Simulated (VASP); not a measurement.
# Be2CdTe3 (Cmmm) in VASP: single point with PBE

Aim: the single point of Be2CdTe3 with PBE.

Program: VASP 6.6.1. These are calculated values, not measurements. Logs are shortened: lines on timing, memory, paths and dates and some standing lists are left out, and cuts for length are marked.

### Step 1. The cell of the first run

Symmetry: Cmmm, No. 65, orthorhombic system. The conventional cell has a = 4.399 Å, b = 14.773 Å, c = 4.552 Å, α = 90.00°, β = 90.00°, γ = 90.00°. Be (site symmetry m2m) has 8 Te at 2.87 to 3.61 Å and 2 Cd at 2.93 Å and 1 Be at 3.69 Å within 3.8 Å. Within 3.9 Å of Cd (site symmetry mmm) lie 4 Be at 2.93 Å and 8 Te at 3.16 to 3.51 Å. Te (site symmetry mmm) has 4 Be at 2.87 Å and 4 Cd at 3.16 Å and 4 Te at 3.56 Å within 3.8 Å. Te (site symmetry m2m) has 4 Te at 2.92 to 3.56 Å and 6 Be at 3.29 to 3.61 Å and 2 Cd at 3.51 Å within 3.8 Å.

### Step 2. Single point, PBE

INCAR

```
PREC = Accurate ; ENCUT = 520
EDIFF = 1E-7 ; ISMEAR = 0
SIGMA = 0.1 ; LREAL = F
LASPH = T ; NELM = 80
ALGO = Normal ; ISIF = 2
LWAVE = F ; LCHARG = F
GGA = PE ; NBANDS = 26
```

KPOINTS

```
regular mesh
0
Gamma
  4 4 4
```

POSCAR

```
Be2CdTe3
1.0
    2.1992663900     -7.3866665200      0.0000000000
    2.1992663900      7.3866665200      0.0000000000
    0.0000000000      0.0000000000      4.5515255300
Be Cd Te
2 1 3
Direct
    0.1250000000      0.8750000000      0.5000000000
    0.8750000000      0.1250000000      0.5000000000
    0.0000000000      0.0000000000      0.0000000000
    0.5000000000      0.5000000000      0.5000000000
    0.3150000000      0.6850000000      0.0000000000
    0.6850000000      0.3150000000      0.0000000000
```

Potentials or basis: VASP PAW PBE potentials, release 64 (Be, Cd, Te).

The run is started by

```sh
$ cat potpaw_PBE.64/Be/POTCAR potpaw_PBE.64/Cd/POTCAR potpaw_PBE.64/Te/POTCAR > POTCAR
$ mpirun -np 1 vasp_std > vasp.out
```

OUTCAR:

```text
PREC = Accurate
   ENCUT = 520
   EDIFF = 1E-7
   ISMEAR = 0
   LREAL = F
   LASPH = T
   NELM = 80
   ISIF = 2
   GGA = PE

 ion  position               nearest neighbor table
   1  0.125  0.875  0.500-   4 2.87   4 2.87   3 2.93   3 2.93
   2  0.875  0.125  0.500-   4 2.87   4 2.87   3 2.93   3 2.93
   3  0.000  0.000  0.000-   1 2.93   2 2.93   1 2.93   2 2.93   4 3.16   4 3.16   4 3.16   4 3.16
                             6 3.51   5 3.51   6 3.51   5 3.51
   4  0.500  0.500  0.500-   1 2.87   2 2.87   1 2.87   2 2.87   3 3.16   3 3.16   3 3.16   3 3.16
                             6 3.56   5 3.56   5 3.56   6 3.56
   5  0.315  0.685  0.000-   6 2.92   6 2.92   3 3.51   3 3.51   4 3.56   4 3.56
   6  0.685  0.315  0.000-   5 2.92   5 2.92   3 3.51   3 3.51   4 3.56   4 3.56

  LATTYP: Found a base centered orthorhombic cell.
 ALAT       =     4.3985327800
 B/A-ratio  =     3.3586956785
 C/A-ratio  =     1.0347826781

  Lattice vectors:

 A1 = (   2.1992663900,  -7.3866665200,   0.0000000000)
 A2 = (   2.1992663900,   7.3866665200,   0.0000000000)
 A3 = (   0.0000000000,   0.0000000000,   4.5515255300)

Analysis of symmetry for initial positions (statically):
=====================================================================
 Subroutine PRICEL returns:
 Original cell was already a primitive cell.

 Routine SETGRP: Setting up the symmetry group for a
 base centered orthorhombic supercell.

 Subroutine GETGRP returns: Found  8 space group operations
 (whereof  8 operations were pure point group operations)
 out of a pool of  8 trial point group operations.

The static configuration has the point symmetry D_2h.

Analysis of symmetry for dynamics (positions and initial velocities):
=====================================================================
 Subroutine PRICEL returns:
 Original cell was already a primitive cell.

 Routine SETGRP: Setting up the symmetry group for a
 base centered orthorhombic supercell.

 Subroutine GETGRP returns: Found  8 space group operations
 (whereof  8 operations were pure point group operations)
 out of a pool of  8 trial point group operations.

The dynamic configuration has the point symmetry D_2h.

 Subroutine INISYM returns: Found  8 space group operations
 (whereof  8 operations are pure point group operations),
 and found     1 'primitive' translations
[... 98 lines left out ...]
   NELM   =     80;   NELMIN=  2; NELMDL= -5     # of ELM steps
   EDIFF  = 0.1E-06   stopping-criterion for ELM
   LREAL  =      F    real-space projection
   EDIFFG = 0.1E-05   stopping-criterion for IOM
   NSW    =      0    number of steps for IOM
   IBRION =     -1    ionic relax: 0-MD 1-quasi-New 2-CG
   NFREE  =      0    steps in history (QN), initial steepest desc. (CG)
   ISIF   =      2    stress and relaxation
   ISYM   =      2    0-nonsym 1-usesym 2-fastsym
   POTIM  = 0.5000    time-step for ionic-motion
   TEBEG  =    0.0;   TEEND  =   0.0 temperature during run
   PSTRESS=    0.0 pullay stress
   NELECT =      34.0000    total number of electrons
   NUPDOWN=      -1.0000    fix difference up-down
   EMIN   =  10.00;   EMAX   =-10.00  energy-range for DOS
   EFERMI =   0.00;   METHOD = LEGACY
   ISMEAR =     0;   SIGMA  =   0.10  broadening in eV -4-tet -1-fermi 0-gaus
   EFERMI_NEDOS =   21; number of points for ismear=-14 and -15
   IALGO  =     38    algorithm
   IMIX   =      4    mixing-type and parameters
     AMIX     =   0.40;   BMIX     =  1.00
     AMIX_MAG =   1.60;   BMIX_MAG =  1.00
  volume/ion in A,a.u.               =      24.65       166.33
  Fermi-wavevector in a.u.,A,eV,Ry     =   1.002913  1.895231 13.685216  1.005835
  Thomas-Fermi vector in A             =   2.135431
   LORBIT       =      0    0 simple, 1 ext, 2 COOP (PROOUT), +10 PAW based schemes
   GGA     = PE    functional components
   LHFCALC =     F    Hartree Fock is set to
   AEXX    =    0.0000 exact exchange contribution
   IVDW    =     0    specifies the selected vdW correction
   LEPSILON=     F    determine dielectric tensor
   LRPA    =     F    only Hartree local field effects (RPA)
 non-spin polarized calculation
 Gauss-broadening in eV      SIGMA  =   0.10
  energy-cutoff  :      520.00
  volume of cell :      147.88
 maximum number of plane-waves:      4009
 NGX is ok and might be reduce to    60
   NGX = 29   NGY = 29   NGZ = 17

 number of electron      34.0000003 magnetization

 Free energy of the ion-electron system (eV)
  ---------------------------------------------------
  ext. energy  EPLUGINS =         0.00000000
  ---------------------------------------------------
  free energy    TOTEN  =       -13.26491887 eV

  energy without entropy =      -13.23919236  energy(sigma->0) =      -13.25205561

 E-fermi :   5.4376     XC(G=0):  -9.5265

 val. band max:        5.3990807991   @ k =   0.5000   0.2500   0.0000
 cond. band min:       5.4551226533   @ k =   0.2500   0.0000   0.2500
 fundamental gap:      0.0560418542
 Fermi energy:         5.4376317138

 k-point     1 :       0.0000    0.0000    0.0000
  band No.  band energies     occupation
      1      -7.8022      2.00000
      2      -6.3119      2.00000
      3      -4.7881      2.00000
      4      -3.2813      2.00000
      5      -3.2189      2.00000
      6      -3.1955      2.00000
[... 598 lines left out ...]
     25       8.6960      0.00000
     26      10.1584      0.00000

------------------------ aborting loop because EDIFF is reached ----------------------------------------

  FORCE on cell =-STRESS in cart. coord.  units (eV):
  Direction    XX          YY          ZZ          XY          YZ          ZX
  --------------------------------------------------------------------------------------
  -------------------------------------------------------------------------------------
  Total       -3.5349460      2.0913915     -2.4274026      0.0000000      0.0000000      0.0000000
  in kB      -38.2983499     22.6585757    -26.2989912      0.0000000      0.0000000      0.0000000
  external PRESSURE =     -13.9795885 kB  Pullay stress =       0.0000000 kB

 VOLUME and BASIS-vectors are now :
 -----------------------------------------------------------------------------
  energy-cutoff  :      520.00
  volume of cell :      147.88
      direct lattice vectors                 reciprocal lattice vectors
     2.199266390 -7.386666520  0.000000000     0.227348539 -0.067689532  0.000000000
     2.199266390  7.386666520  0.000000000     0.227348539  0.067689532  0.000000000
     0.000000000  0.000000000  4.551525530     0.000000000  0.000000000  0.219706556

 POSITION                                       TOTAL-FORCE (eV/Angst)
 -----------------------------------------------------------------------------------
      2.19927      5.54000      2.27576         0.000000      0.403874     -0.000000
      2.19927     -5.54000      2.27576         0.000000     -0.403874     -0.000000
      0.00000      0.00000      0.00000         0.000000      0.000000     -0.000000
      2.19927      0.00000      2.27576        -0.000000      0.000000     -0.000000
      2.19927      2.73307      0.00000         0.000000     -0.259184      0.000000
      2.19927     -2.73307      0.00000         0.000000      0.259184     -0.000000
 -----------------------------------------------------------------------------------
    total drift:                               -0.000000      0.000000      0.000000

  FREE ENERGIE OF THE ION-ELECTRON SYSTEM (eV)
  ---------------------------------------------------
  free  energy   TOTEN  =       -13.2649188660 eV

  energy  without entropy=      -13.2391923552  energy(sigma->0) =      -13.25205561
```

stdout:

```text
POSCAR found type information on POSCAR BeCdTe
 POSCAR found :  3 types and       6 ions
 scaLAPACK will be used
 LDA part: xc-table for (Slater+PW92), standard interpolation
 POSCAR, INCAR and KPOINTS ok, starting setup
 FFT: planning ... GRIDC
 FFT: planning ... GRID_SOFT
 FFT: planning ... GRID
 WAVECAR not read
 entering main loop
```

Wall time 6.3 min (1 thread of AMD EPYC 7R13, shared host); peak memory 0.35 GiB.

What came out:

* Free energy: -13.2649 eV
* Pressure: -1.4 GPa
* Largest force: 0.404 eV/Å
* Band gap on the k mesh: zero (band 17 reaches 5.84 eV, above the bottom of band 18 at 4.82 eV)

Forces on the atoms (eV/Å):
```
Be   0.000  0.404  0.000
Be   0.000 -0.404  0.000
Cd   0.000  0.000  0.000
Te   0.000  0.000  0.000
Te   0.000 -0.259  0.000
Te   0.000  0.259  0.000
```

Caveat: the k points lie up to 0.37 Å⁻¹ apart; spin-orbit coupling is left out, which moves the levels of the heavy elements.
